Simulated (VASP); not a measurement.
A run of VASP 6.6.1 is set up as follows.

POSCAR

```
TiSe
1.0
    0.0000000000      3.1030036500      3.1030036500
    3.1030036500      0.0000000000      3.1030036500
    3.1030036500      3.1030036500      0.0000000000
Ti Se
1 1
Direct
    0.0000000000      0.0000000000      0.0000000000
    0.2500000000      0.2500000000      0.2500000000
```

File INCAR.step1:

```
SYSTEM = TiSe
  PREC = Accurate
  ENCUT = 550
  ISMEAR = 0
  SIGMA = 0.05
  LREAL = .False.
  LASPH = .True.
  NELM = 200
  ISPIN = 2
  MAGMOM = 0.1 0
  LMAXMIX = 4
  NBANDS = 20
  GGA = PE
  ALGO = Normal
  EDIFF = 1E-5
  LWAVE = .True.
  LCHARG = .False.
  GGA_COMPAT = .False.
```

File INCAR.step2:

```
SYSTEM = TiSe
  PREC = Accurate
  ENCUT = 550
  EDIFF = 1E-6
  ISMEAR = 0
  SIGMA = 0.05
  LREAL = .False.
  LASPH = .True.
  NELM = 200
  ALGO = Normal
  ISIF = 2
  LWAVE = .False.
  LCHARG = .False.
  ISPIN = 2
  MAGMOM = 0.1 0
  LORBIT = 11
  LMAXMIX = 4
  METAGGA = R2SCAN
  LMIXTAU = .True.
  NBANDS = 20
  ISTART = 1
  GGA_COMPAT = .False.
```

File KPOINTS:

```
regular mesh
0
Gamma
  5 5 5
  0 0 0
```

Potentials or basis: VASP PAW PBE potentials, release 64 (Ti_sv, Se).

Launch:

```bash
$ cat potpaw_PBE.64/Ti_sv/POTCAR potpaw_PBE.64/Se/POTCAR > POTCAR
$ cp INCAR.step1 INCAR
$ mpirun -np 1 vasp_std > vasp.out
$ cp INCAR.step2 INCAR
$ mpirun -np 1 vasp_std > vasp.out
```

**Question.** What does it give for the pressure?

**Answer.** -11.3 GPa.

**Question.** What does it give for the band gap on the k mesh?

**Answer.** Zero (filled and empty bands overlap).

Caveat: the cell stands under tension; the PAW data sets were made with another functional, which shifts forces and pressure a little.
